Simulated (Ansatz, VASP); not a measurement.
**One calculation of NiO2, two programs**

INCAR

```
SYSTEM = NiO2
PREC = Accurate
ENCUT = 520
EDIFF = 1E-6
ISMEAR = 0
SIGMA = 0.05
LREAL = .False.
LASPH = .True.
NELM = 80
ALGO = Normal
ISIF = 2
LWAVE = .False.
LCHARG = .False.
GGA = PS
NBANDS = 31
```

File KPOINTS:

```
regular mesh
0
Gamma
  12 12 4
  0 0 0
```

POSCAR

```
NiO2
1.0
    2.6963025667      0.0000000000      0.0000000000
   -1.3481512833      2.3350665190      0.0000000000
    0.0000000000      0.0000000000     11.5543772744
Ni O
2 4
Direct
    0.0000000000      0.0000000000      0.0000000000
    0.0000000000      0.0000000000      0.5000000000
    0.6666666667      0.3333333333      0.0860929541
    0.6666666667      0.3333333333      0.4139070459
    0.3333333333      0.6666666667      0.9139070459
    0.3333333333      0.6666666667      0.5860929541
```

Input for Ansatz:

```yaml
crystal:
  lattice:
    - [2.6963025667, 0.0, 0.0]
    - [-1.3481512833, 2.335066519, 0.0]
    - [0.0, 0.0, 11.5543772744]
  atoms:
    - { symbol: Ni, position: [0.0, 0.0, 0.0] }
    - { symbol: Ni, position: [0.0, 0.0, 0.5] }
    - { symbol: O, position: [0.6666666667, 0.3333333333, 0.0860929541] }
    - { symbol: O, position: [0.6666666667, 0.3333333333, 0.4139070459] }
    - { symbol: O, position: [0.3333333333, 0.6666666667, 0.9139070459] }
    - { symbol: O, position: [0.3333333333, 0.6666666667, 0.5860929541] }
basis:
  ecutwfc: 420
kpoints:
  mp_grid: { grid: [12, 12, 4] }
hamiltonian:
  xc: pbesol
scf:
  occupations: { method: gaussian, width: 0.05 }
output:
  forces: true
  stress: true
  eigenvalues: true
```

Alike in both runs: task single point; functional PBEsol; k mesh 12 × 12 × 4; occupations gaussian, width 0.05 eV; no spin polarisation.

|  | VASP | Ansatz |
| --- | --- | --- |
| version | VASP 6.6.1 | Ansatz 0.2.0 |
| potentials or method | VASP PAW PBE potentials, release 64 (Ni, O), cutoff 520 eV | scalar-relativistic, plane waves, PAW |
| valence electrons in the cell | 44 | 60 |

```tsv
	VASP	Ansatz	Ansatz less VASP
gap on the k mesh at the Fermi level (eV)	1.33	1.36	+0.024
least direct gap on the mesh (eV)	1.48	1.50	+0.017
pressure (GPa)	5.5	4.9	-0.58
traceless stress, the component that is largest in VASP (GPa)	-8.52	-8.42	+0.097
rms of the force components (eV/Å)	0.146	0.187	+0.0410
```

VASP's potentials were made for PBE, not for PBEsol. Atom by atom the forces differ by 0.041 eV/Å (rms over components). VASP's potentials hold 44 valence electrons a cell and Ansatz's 60, so a difference there can come from the potentials and not from the codes.
